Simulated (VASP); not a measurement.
A run of VASP 6.6.1:

The input INCAR:

```
SYSTEM = Al5P2
ALGO = Normal
EDIFF = 1E-7
EDIFFG = -0.08
ENCUT = 500
GGA = PE
GGA_COMPAT = .FALSE.
IBRION = 2
ISIF = 3
ISMEAR = 0
LASPH = .TRUE.
LCHARG = .FALSE.
LREAL = .FALSE.
LWAVE = .FALSE.
NELM = 120
NELMIN = 4
NSW = 36
PREC = Accurate
SIGMA = 0.2
```

The input KPOINTS:

```
k-points
0
G
  4 4 4
  0 0 0
```

The input POSCAR:

```
Al5P2
1.0
    0.0000000000      4.0349914900      4.0349914900
    4.0349914900      0.0000000000      4.0349914900
    4.0349914900      4.0349914900      0.0000000000
Al P
5 2
Direct
    0.5000000000      0.5000000000      0.5000000000
    0.9202205200      0.9202205200      0.9202205200
    0.9202205200      0.9202205200      0.2393384300
    0.9202205200      0.2393384300      0.9202205200
    0.2393384300      0.9202205200      0.9202205200
    0.2500000000      0.2500000000      0.2500000000
    0.7500000000      0.7500000000      0.7500000000
```

Potentials or basis: VASP PAW PBE potentials, release 64 (Al, P).

Command:

```bash
$ cat potpaw_PBE.64/Al/POTCAR potpaw_PBE.64/P/POTCAR > POTCAR
$ mpirun -np 1 vasp_std > vasp.out
```

Hardware: 1 thread of Intel Xeon 8259CL, with other jobs on the host.

Problem. How long does it take, and how much memory?

Solution. It took 6.3 min on 1 thread of Intel Xeon 8259CL, with other jobs on the host, peak memory 0.26 GiB. Counts: scf iterations 127, k points 8, ion steps 10.
